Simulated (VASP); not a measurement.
Crystal: Cs2AgBiBr6.

```
Cs Ag Bi Br
1.0
     0.00000    5.61610    5.61610
     5.61610    0.00000    5.61610
     5.61610    5.61610    0.00000
Cs Ag Bi Br
2 1 1 6
Direct
  0.25000 0.25000 0.25000
  0.75000 0.75000 0.75000
  0.50000 0.50000 0.50000
  0.00000 0.00000 0.00000
  0.25055 0.74945 0.25055
  0.25055 0.74945 0.74945
  0.74945 0.25055 0.74945
  0.74945 0.25055 0.25055
  0.25055 0.25055 0.74945
  0.74945 0.74945 0.25055
```

| Property | Result |
| --- | --- |
| Program | VASP 6.6.1 |
| Task | relaxation of cell and atoms |
| Functional | PBEsol |
| Potentials or basis | VASP PAW PBE potentials, release 64 (Cs_sv, Ag, Bi_d, Br) |
| Cutoff | 600 eV |
| k mesh | 4 × 4 × 4 |
| Occupations | gaussian, width 0.02 eV |
| Spin | no spin polarisation |

At the start: pressure -0.0 GPa; volume 35.43 Å³/atom.

Problem. How do energy, volume and symmetry change on relaxing?

Solution. Over 4 steps the energy falls by 3.6 meV/atom and the volume is 35.00 Å³/atom (-1.2 %); space group Fm-3m (No. 225, to 0.05 Å).

Step by step:
```
step  energy change (eV)  largest force (eV/Å)  pressure (GPa)  volume (Å³)
   1              0.0000                0.3080           -0.01       354.27
   2             -0.0216                0.1759           -0.14       354.19
   3             -0.0324                0.0026           -0.28       354.09
   4             -0.0359                0.0012            0.02       350.03
```

Final structure:
```
Cs Ag Bi Br
1.0
     0.00000    5.59361    5.59361
     5.59361    0.00000    5.59361
     5.59361    5.59361    0.00000
Cs Ag Bi Br
2 1 1 6
Direct
  0.25000 0.25000 0.25000
  0.75000 0.75000 0.75000
  0.50000 0.50000 0.50000
  0.00000 0.00000 0.00000
  0.25399 0.74601 0.25399
  0.25399 0.74601 0.74601
  0.74601 0.25399 0.74601
  0.74601 0.25399 0.25399
  0.25399 0.25399 0.74601
  0.74601 0.74601 0.25399
```

Caveat: the PAW data sets were made with another functional, which shifts forces and pressure a little.
